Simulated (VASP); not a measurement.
**CdF2: electric field gradients with LDA**

Crystal: CdF2.

```
Cd F
1.0
     0.00000    2.63900    2.63900
     2.63900    0.00000    2.63900
     2.63900    2.63900    0.00000
Cd F
1 2
Direct
  0.00000 0.00000 0.00000
  0.25000 0.25000 0.25000
  0.75000 0.75000 0.75000
```

| Item | Value |
| --- | --- |
| Program | VASP 6.6.1 |
| Task | electric field gradients |
| Functional | LDA |
| Potentials or basis | VASP PAW LDA potentials, release 64 (Cd, F) |
| Cutoff | 520 eV |
| k mesh | 8 × 8 × 8 |
| Occupations | fermi-dirac, width 0.02 eV |
| Spin | no spin polarisation |
| Dipole correction | no |
| Further INCAR settings | ALGO = Normal; EDIFF = 1e-08; NBANDS = 20 |

```yaml
Pressure: 2.8 GPa
Band_gap_on_the_k_mesh: 3.01 eV (least direct gap 3.41 eV)
Largest_electric_field_gradient_by_atom: zero within the noise of the run
```

Levels at points of the mesh, in eV from the valence-band top:
| k point | band 11 | band 12 | band 13 | band 14 | band 15 | band 16 |
| --- | --- | --- | --- | --- | --- | --- |
| (0.00, 0.00, 0.00) | -0.39 | -0.39 | -0.39 | 3.01 | 12.58 | 12.58 |
| (0.50, 0.00, 0.00) | -2.16 | -0.34 | -0.34 | 7.42 | 8.98 | 14.68 |
| (0.50, 0.50, 0.00) | -0.65 | -0.10 | -0.10 | 8.25 | 9.68 | 11.56 |

Run time: 44 s on 1 thread of AMD EPYC 7R13 (shared host), peak memory 0.12 GiB.

A k mesh can miss the band edges.
